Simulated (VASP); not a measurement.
# LiH (I4/mmm) in VASP: a series of runs

The runs below take LiH through single point, with PBE.

All numbers are computed with VASP 6.6.1; they aren't measurements. Logs are shortened: lines on timing, memory, paths and dates and some standing lists are left out, and cuts for length are marked.

## 1. The cell of the first run

The structure is tetragonal, space group I4/mmm (No. 139). Conventional cell: a = 3.104 Å, b = 3.104 Å, c = 3.740 Å, α = 90.00°, β = 90.00°, γ = 90.00°. Within 2.5 Å of Li (site symmetry 4/mmm) lie 6 H at 1.87 to 2.20 Å. Within 2.5 Å of H (site symmetry 4/mmm) lie 6 Li at 1.87 to 2.20 Å.

## 2. Single point, PBE (strain +0.080 along x and y, -0.080 along z)

The input, INCAR:

```
ALGO = Normal ; EDIFF = 1E-7
ENCUT = 520 ; GGA = PE
ISIF = 2 ; ISMEAR = 0
LASPH = T ; LCHARG = F
LREAL = F ; LWAVE = F
NBANDS = 9 ; NELM = 60
PREC = Accurate ; SIGMA = 0.05
```

The input, KPOINTS:

```
k-points
0
Gamma
  10 10 10
```

The input, POSCAR:

```
LiH
1.0
    0.0000000000      2.1951000000      1.8699000000
    2.1951000000      0.0000000000      1.8699000000
    2.1951000000      2.1951000000      0.0000000000
Li H
1 1
Direct
    0.0000000000      0.0000000000      0.0000000000
    0.5000000000      0.5000000000      0.5000000000
```

Potentials or basis: VASP PAW PBE potentials, release 64 (Li_sv, H).

Command:

```sh
$ cat potpaw_PBE.64/Li_sv/POTCAR potpaw_PBE.64/H/POTCAR > POTCAR
$ mpirun -np 1 vasp_std > vasp.out
```

OUTCAR:

```text
EDIFF = 1E-7
   ENCUT = 520
   GGA = PE
   ISIF = 2
   ISMEAR = 0
   LASPH = T
   LREAL = F
   NELM = 60
   PREC = Accurate

 ion  position               nearest neighbor table
   1  0.000  0.000  0.000-
   2  0.500  0.500  0.500-

  LATTYP: Found a body centered tetragonal cell.
 ALAT       =     3.1043401908
 C/A-ratio  =     1.2047004420

  Lattice vectors:

 A1 = (   0.0000000000,  -2.1951000000,  -1.8699000000)
 A2 = (   0.0000000000,   2.1951000000,  -1.8699000000)
 A3 = (   2.1951000000,   0.0000000000,   1.8699000000)

Analysis of symmetry for initial positions (statically):
=====================================================================
 Subroutine PRICEL returns:
 Original cell was already a primitive cell.

 Routine SETGRP: Setting up the symmetry group for a
 body centered tetragonal supercell.

 Subroutine GETGRP returns: Found 16 space group operations
 (whereof 16 operations were pure point group operations)
 out of a pool of 16 trial point group operations.

The static configuration has the point symmetry D_4h.

Analysis of symmetry for dynamics (positions and initial velocities):
=====================================================================
 Subroutine PRICEL returns:
 Original cell was already a primitive cell.

 Routine SETGRP: Setting up the symmetry group for a
 body centered tetragonal supercell.

 Subroutine GETGRP returns: Found 16 space group operations
 (whereof 16 operations were pure point group operations)
 out of a pool of 16 trial point group operations.

The dynamic configuration has the point symmetry D_4h.

 Subroutine INISYM returns: Found 16 space group operations
 (whereof 16 operations are pure point group operations),
 and found     1 'primitive' translations

----------------------------------------------------------------------------------------

                                     Primitive cell

  volume of cell :      18.0201

  direct lattice vectors                    reciprocal lattice vectors
     0.000000000  2.195100000  1.869900000    -0.227780056  0.227780056  0.267393978
     2.195100000  0.000000000  1.869900000     0.227780056 -0.227780056  0.267393978
     2.195100000  2.195100000  0.000000000     0.227780056  0.227780056 -0.267393978

  length of vectors
     2.883572441  2.883572441  3.104340191     0.418649074  0.418649074  0.418649074

  position of ions in fractional coordinates (direct lattice)
     0.000000000  0.000000000  0.000000000
     0.500000000  0.500000000  0.500000000

[... 77 lines left out ...]
   LREAL  =      F    real-space projection
   EDIFFG = 0.1E-05   stopping-criterion for IOM
   NSW    =      0    number of steps for IOM
   IBRION =     -1    ionic relax: 0-MD 1-quasi-New 2-CG
   NFREE  =      0    steps in history (QN), initial steepest desc. (CG)
   ISIF   =      2    stress and relaxation
   ISYM   =      2    0-nonsym 1-usesym 2-fastsym
   POTIM  = 0.5000    time-step for ionic-motion
   TEBEG  =    0.0;   TEEND  =   0.0 temperature during run
   PSTRESS=    0.0 pullay stress
   NELECT =       4.0000    total number of electrons
   NUPDOWN=      -1.0000    fix difference up-down
   EMIN   =  10.00;   EMAX   =-10.00  energy-range for DOS
   EFERMI =   0.00;   METHOD = LEGACY
   ISMEAR =     0;   SIGMA  =   0.05  broadening in eV -4-tet -1-fermi 0-gaus
   EFERMI_NEDOS =   21; number of points for ismear=-14 and -15
   IALGO  =     38    algorithm
   IMIX   =      4    mixing-type and parameters
     AMIX     =   0.40;   BMIX     =  1.00
     AMIX_MAG =   1.60;   BMIX_MAG =  1.00
  volume/ion in A,a.u.               =       9.01        60.80
  Fermi-wavevector in a.u.,A,eV,Ry     =   0.991233  1.873159 13.368312  0.982543
  Thomas-Fermi vector in A             =   2.122960
   LORBIT       =      0    0 simple, 1 ext, 2 COOP (PROOUT), +10 PAW based schemes
   GGA     = PE    functional components
   LHFCALC =     F    Hartree Fock is set to
   AEXX    =    0.0000 exact exchange contribution
   IVDW    =     0    specifies the selected vdW correction
   LEPSILON=     F    determine dielectric tensor
   LRPA    =     F    only Hartree local field effects (RPA)
 non-spin polarized calculation
 Gauss-broadening in eV      SIGMA  =   0.05
  energy-cutoff  :      520.00
  volume of cell :       18.02
 maximum number of plane-waves:       504
 NGX is ok and might be reduce to    24
   NGX = 11   NGY = 11   NGZ = 11

 number of electron       4.0000006 magnetization

 Free energy of the ion-electron system (eV)
  ---------------------------------------------------
  ext. energy  EPLUGINS =         0.00000000
  ---------------------------------------------------
  free energy    TOTEN  =        -6.05638874 eV

  energy without entropy =       -6.05638874  energy(sigma->0) =       -6.05638874

 E-fermi :   0.6967     XC(G=0):  -8.1252

 val. band max:        0.2618029880   @ k =   0.5000   0.5000   0.0000
 cond. band min:       2.0373159590   @ k =   0.5000   0.0000   0.5000
 fundamental gap:      1.7755129710
 Fermi energy:         0.6966787294

 k-point     1 :       0.0000    0.0000    0.0000
  band No.  band energies     occupation
      1     -44.7909      2.00000
      2      -5.3942      2.00000
      3      13.8783      0.00000
      4      15.6833      0.00000
      5      17.0013      0.00000
      6      17.0014      0.00000
      7      20.9577      0.00000
      8      20.9577      0.00000
      9      21.7587      0.00000
[... 265 lines left out ...]
 k-point    24 :       0.4000    0.3000    0.0000
  band No.  band energies     occupation
      1     -44.7515      2.00000
      2      -2.0883      2.00000
      3       7.1028      0.00000
      4       8.9672      0.00000
      5       9.4691      0.00000
      6      13.7189      0.00000
      7      15.6003      0.00000
      8      25.8997      0.00000
      9      26.9290      0.00000

 [... further k-points ...]
[... 5 lines left out ...]
  --------------------------------------------------------------------------------------
  -------------------------------------------------------------------------------------
  Total       -0.5720921     -0.5720921      0.3915036      0.0000000     -0.0000000      0.0000000
  in kB      -50.8650562    -50.8650562     34.8088193      0.0000000     -0.0000000      0.0000000
  external PRESSURE =     -22.3070977 kB  Pullay stress =       0.0000000 kB

 VOLUME and BASIS-vectors are now :
 -----------------------------------------------------------------------------
  energy-cutoff  :      520.00
  volume of cell :       18.02
      direct lattice vectors                 reciprocal lattice vectors
     0.000000000  2.195100000  1.869900000    -0.227780056  0.227780056  0.267393978
     2.195100000  0.000000000  1.869900000     0.227780056 -0.227780056  0.267393978
     2.195100000  2.195100000  0.000000000     0.227780056  0.227780056 -0.267393978

 POSITION                                       TOTAL-FORCE (eV/Angst)
 -----------------------------------------------------------------------------------
      0.00000      0.00000      0.00000         0.000000     -0.000000     -0.000000
      2.19510      2.19510      1.86990        -0.000000      0.000000      0.000000
 -----------------------------------------------------------------------------------
    total drift:                                0.000000     -0.000000     -0.000000

  FREE ENERGIE OF THE ION-ELECTRON SYSTEM (eV)
  ---------------------------------------------------
  free  energy   TOTEN  =        -6.0563887415 eV

  energy  without entropy=       -6.0563887415  energy(sigma->0) =       -6.05638874
```

stdout:

```text
POSCAR found type information on POSCAR LiH
 POSCAR found :  2 types and       2 ions
 scaLAPACK will be used
 LDA part: xc-table for (Slater+PW92), standard interpolation
 POSCAR, INCAR and KPOINTS ok, starting setup
 FFT: planning ... GRIDC
 FFT: planning ... GRID_SOFT
 FFT: planning ... GRID
 WAVECAR not read
 entering main loop
```

Wall time 9.8 s (1 thread of Intel Xeon 6975P-C, shared host); peak memory 0.14 GiB.

Results:

- Free energy: -6.0564 eV
- Band gap on the k mesh: 1.78 eV, indirect (least direct gap 2.82 eV)

Caveat: the cell differs from its parent crystal (strain +0.080 along x and y, -0.080 along z); the cutoff is under 1.25 times the usual one of these potentials, so pressure, stress and relaxed cells hold a basis-set (Pulay) error. A k mesh can miss the band edges.

## 3. Single point, PBE (strain +0.040 along x and y, -0.040 along z)

The input, INCAR:

```
SYSTEM = LiH
PREC = Accurate
ENCUT = 520
EDIFF = 1E-6
ISMEAR = 0
SIGMA = 0.05
LREAL = .FALSE.
LASPH = .TRUE.
NELM = 80
ALGO = Normal
ISIF = 2
LWAVE = .FALSE.
LCHARG = .FALSE.
GGA = PE
NBANDS = 9
```

The input, KPOINTS:

```
Automatic mesh
0
G
  10 10 10
  0 0 0
```

The input, POSCAR:

```
LiH
1.0
    0.0000000000      2.1138000000      1.9512000000
    2.1138000000      0.0000000000      1.9512000000
    2.1138000000      2.1138000000      0.0000000000
Li H
1 1
Direct
    0.0000000000      0.0000000000      0.0000000000
    0.5000000000      0.5000000000      0.5000000000
```

Potentials or basis: VASP PAW PBE potentials, release 64 (Li_sv, H).

Command:

```sh
$ cat potpaw_PBE.64/Li_sv/POTCAR potpaw_PBE.64/H/POTCAR > POTCAR
$ mpirun -np 1 vasp_std > vasp.out
```

OUTCAR:

```text
SYSTEM = LiH
   PREC = Accurate
   ENCUT = 520
   EDIFF = 1E-6
   ISMEAR = 0
   LREAL = .FALSE.
   LASPH = .TRUE.
   NELM = 80
   ISIF = 2
   GGA = PE

 ion  position               nearest neighbor table
   1  0.000  0.000  0.000-
   2  0.500  0.500  0.500-

  LATTYP: Found a body centered tetragonal cell.
 ALAT       =     2.9893646281
 C/A-ratio  =     1.3054279037

  Lattice vectors:

 A1 = (   0.0000000000,  -2.1138000000,  -1.9512000000)
 A2 = (   0.0000000000,   2.1138000000,  -1.9512000000)
 A3 = (   2.1138000000,   0.0000000000,   1.9512000000)

Analysis of symmetry for initial positions (statically):
=====================================================================
 Subroutine PRICEL returns:
 Original cell was already a primitive cell.

 Routine SETGRP: Setting up the symmetry group for a
 body centered tetragonal supercell.

 Subroutine GETGRP returns: Found 16 space group operations
 (whereof 16 operations were pure point group operations)
 out of a pool of 16 trial point group operations.

The static configuration has the point symmetry D_4h.

Analysis of symmetry for dynamics (positions and initial velocities):
=====================================================================
 Subroutine PRICEL returns:
 Original cell was already a primitive cell.

 Routine SETGRP: Setting up the symmetry group for a
 body centered tetragonal supercell.

 Subroutine GETGRP returns: Found 16 space group operations
 (whereof 16 operations were pure point group operations)
 out of a pool of 16 trial point group operations.

The dynamic configuration has the point symmetry D_4h.

 Subroutine INISYM returns: Found 16 space group operations
 (whereof 16 operations are pure point group operations),
 and found     1 'primitive' translations

----------------------------------------------------------------------------------------

                                     Primitive cell

  volume of cell :      17.4365

  direct lattice vectors                    reciprocal lattice vectors
     0.000000000  2.113800000  1.951200000    -0.236540827  0.236540827  0.256252563
     2.113800000  0.000000000  1.951200000     0.236540827 -0.236540827  0.256252563
     2.113800000  2.113800000  0.000000000     0.236540827  0.236540827 -0.256252563

  length of vectors
     2.876687658  2.876687658  2.989364628     0.421388777  0.421388777  0.421388777

  position of ions in fractional coordinates (direct lattice)
     0.000000000  0.000000000  0.000000000
     0.500000000  0.500000000  0.500000000

  ion indices of the primitive-cell ions
   primitive index   ion index
                 1           1
                 2           2

----------------------------------------------------------------------------------------

 KPOINTS: Automatic mesh

Automatic generation of k-mesh.
 Grid dimensions read from file:
 generate k-points for:   10   10   10

 Generating k-lattice:

  Cartesian coordinates                     Fractional coordinates (reciprocal lattice)
    -0.023654083  0.023654083  0.025625256     0.100000000  0.000000000  0.000000000
     0.023654083 -0.023654083  0.025625256     0.000000000  0.100000000  0.000000000
     0.023654083  0.023654083 -0.025625256    -0.000000000 -0.000000000  0.100000000

  Length of vectors
     0.042138878  0.042138878  0.042138878

  Shift w.r.t. Gamma in fractional coordinates (k-lattice)
     0.000000000  0.000000000  0.000000000

 Subroutine IBZKPT returns following result:
 ===========================================

 Found    102 irreducible k-points:

 Following reciprocal coordinates:
            Coordinates               Weight
  0.000000  0.000000  0.000000      1.000000
  0.100000  0.000000  0.000000      8.000000
  0.200000  0.000000  0.000000      8.000000
  0.300000 -0.000000  0.000000      8.000000
  0.400000  0.000000  0.000000      8.000000
  0.500000 -0.000000  0.000000      4.000000
[... 16 lines left out ...]
  0.300000  0.300000  0.000000      2.000000
  0.400000  0.300000  0.000000      8.000000
 [... further k-points ...]
   k-points           NKPTS =    102   k-points in BZ     NKDIM =    102   number of bands    NBANDS=      9
   number of dos      NEDOS =    301   number of ions     NIONS =      2
   total plane-waves  NPLWV =  13824
   dimension x,y,z NGX =    24 NGY =   24 NGZ =   24
   dimension x,y,z NGXF=    48 NGYF=   48 NGZF=   48
   ions per type =               1   1
   NGX,Y,Z   is equivalent  to a cutoff of  13.87, 13.87, 13.35 a.u.
   NGXF,Y,Z  is equivalent  to a cutoff of  27.74, 27.74, 26.69 a.u.
 SYSTEM =  LiH
   PREC   = accura    normal or accurate (medium, high low for compatibility)
   ISTART =      0    job   : 0-new  1-cont  2-samecut
   ICHARG =      2    charge: 1-file 2-atom 10-const
   ISPIN  =      1    spin polarized calculation?
   LNONCOLLINEAR =      F non collinear calculations
   LSORBIT =      F    spin-orbit coupling
   LASPH  =      T    aspherical Exc in radial PAW
   ENCUT  =  520.0 eV  38.22 Ry    6.18 a.u.   5.35  5.35  5.56*2*pi/ulx,y,z
   NELM   =     80;   NELMIN=  2; NELMDL= -5     # of ELM steps
   EDIFF  = 0.1E-05   stopping-criterion for ELM
   LREAL  =      F    real-space projection
   EDIFFG = 0.1E-04   stopping-criterion for IOM
   NSW    =      0    number of steps for IOM
   IBRION =     -1    ionic relax: 0-MD 1-quasi-New 2-CG
   NFREE  =      0    steps in history (QN), initial steepest desc. (CG)
   ISIF   =      2    stress and relaxation
   ISYM   =      2    0-nonsym 1-usesym 2-fastsym
   POTIM  = 0.5000    time-step for ionic-motion
   TEBEG  =    0.0;   TEEND  =   0.0 temperature during run
   PSTRESS=    0.0 pullay stress
   NELECT =       4.0000    total number of electrons
   NUPDOWN=      -1.0000    fix difference up-down
   EMIN   =  10.00;   EMAX   =-10.00  energy-range for DOS
   EFERMI =   0.00;   METHOD = LEGACY
   ISMEAR =     0;   SIGMA  =   0.05  broadening in eV -4-tet -1-fermi 0-gaus
   EFERMI_NEDOS =   21; number of points for ismear=-14 and -15
   IALGO  =     38    algorithm
   IMIX   =      4    mixing-type and parameters
     AMIX     =   0.40;   BMIX     =  1.00
     AMIX_MAG =   1.60;   BMIX_MAG =  1.00
  volume/ion in A,a.u.               =       8.72        58.83
  Fermi-wavevector in a.u.,A,eV,Ry     =   1.002171  1.893828 13.664954  1.004346
  Thomas-Fermi vector in A             =   2.134640
   LORBIT       =      0    0 simple, 1 ext, 2 COOP (PROOUT), +10 PAW based schemes
   GGA     = PE    functional components
   LHFCALC =     F    Hartree Fock is set to
   AEXX    =    0.0000 exact exchange contribution
   IVDW    =     0    specifies the selected vdW correction
   LEPSILON=     F    determine dielectric tensor
   LRPA    =     F    only Hartree local field effects (RPA)
 non-spin polarized calculation
 Gauss-broadening in eV      SIGMA  =   0.05
  energy-cutoff  :      520.00
  volume of cell :       17.44
 maximum number of plane-waves:       486
 NGX is ok and might be reduce to    24
   NGX = 11   NGY = 11   NGZ = 11

 number of electron       4.0000004 magnetization

 Free energy of the ion-electron system (eV)
  ---------------------------------------------------
  ext. energy  EPLUGINS =         0.00000000
  ---------------------------------------------------
  free energy    TOTEN  =        -6.10309857 eV

  energy without entropy =       -6.10309857  energy(sigma->0) =       -6.10309857

 E-fermi :   0.5390     XC(G=0):  -8.2510

 val. band max:        0.1049153896   @ k =   0.5000   0.5000   0.0000
 cond. band min:       2.4413354241   @ k =   0.5000   0.0000   0.5000
 fundamental gap:      2.3364200345
 Fermi energy:         0.5390205609

 k-point     1 :       0.0000    0.0000    0.0000
  band No.  band energies     occupation
      1     -44.6350      2.00000
      2      -5.3943      2.00000
      3      14.7045      0.00000
      4      16.4286      0.00000
      5      17.1032      0.00000
      6      17.1032      0.00000
      7      21.3457      0.00000
      8      21.3457      0.00000
      9      21.7686      0.00000

 k-point     2 :       0.1000    0.0000    0.0000
  band No.  band energies     occupation
      1     -44.6317      2.00000
      2      -5.2227      2.00000
      3      13.4650      0.00000
      4      15.7831      0.00000
      5      16.4815      0.00000
      6      16.5796      0.00000
      7      20.8874      0.00000
      8      22.1091      0.00000
      9      22.3069      0.00000
[... 253 lines left out ...]
 k-point    24 :       0.4000    0.3000    0.0000
  band No.  band energies     occupation
      1     -44.5941      2.00000
      2      -2.2058      2.00000
      3       6.9008      0.00000
      4       9.4491      0.00000
      5      10.3988      0.00000
      6      14.6897      0.00000
      7      16.0061      0.00000
      8      27.4153      0.00000
      9      27.9714      0.00000

 [... further k-points ...]
[... 5 lines left out ...]
  --------------------------------------------------------------------------------------
  -------------------------------------------------------------------------------------
  Total       -0.4233312     -0.4233312      0.0589558      0.0000000      0.0000000     -0.0000000
  in kB      -38.8983623    -38.8983623      5.4172340      0.0000000      0.0000000     -0.0000000
  external PRESSURE =     -24.1264968 kB  Pullay stress =       0.0000000 kB

 VOLUME and BASIS-vectors are now :
 -----------------------------------------------------------------------------
  energy-cutoff  :      520.00
  volume of cell :       17.44
      direct lattice vectors                 reciprocal lattice vectors
     0.000000000  2.113800000  1.951200000    -0.236540827  0.236540827  0.256252563
     2.113800000  0.000000000  1.951200000     0.236540827 -0.236540827  0.256252563
     2.113800000  2.113800000  0.000000000     0.236540827  0.236540827 -0.256252563

 POSITION                                       TOTAL-FORCE (eV/Angst)
 -----------------------------------------------------------------------------------
      0.00000      0.00000      0.00000         0.000000      0.000000      0.000000
      2.11380      2.11380      1.95120        -0.000000     -0.000000     -0.000000
 -----------------------------------------------------------------------------------
    total drift:                                0.000000     -0.000000     -0.000000

  FREE ENERGIE OF THE ION-ELECTRON SYSTEM (eV)
  ---------------------------------------------------
  free  energy   TOTEN  =        -6.1030985652 eV

  energy  without entropy=       -6.1030985652  energy(sigma->0) =       -6.10309857
```

stdout:

```text
POSCAR found type information on POSCAR LiH
 POSCAR found :  2 types and       2 ions
 scaLAPACK will be used
 LDA part: xc-table for (Slater+PW92), standard interpolation
 POSCAR, INCAR and KPOINTS ok, starting setup
 FFT: planning ... GRIDC
 FFT: planning ... GRID_SOFT
 FFT: planning ... GRID
 WAVECAR not read
 entering main loop
```

Run time: 8.7 s. Hardware: 1 thread of Intel Xeon 6975P-C, shared host; peak memory 0.14 GiB.

Results:

| Quantity | Value |
| --- | --- |
| Free energy | -6.1031 eV |
| Band gap on the k mesh | 2.34 eV, indirect (least direct gap 2.90 eV) |

Caveat: the cell differs from its parent crystal (strain +0.040 along x and y, -0.040 along z); the cutoff is under 1.25 times the usual one of these potentials, so pressure, stress and relaxed cells hold a basis-set (Pulay) error. A k mesh can miss the band edges.

[end of part 1 of 2]
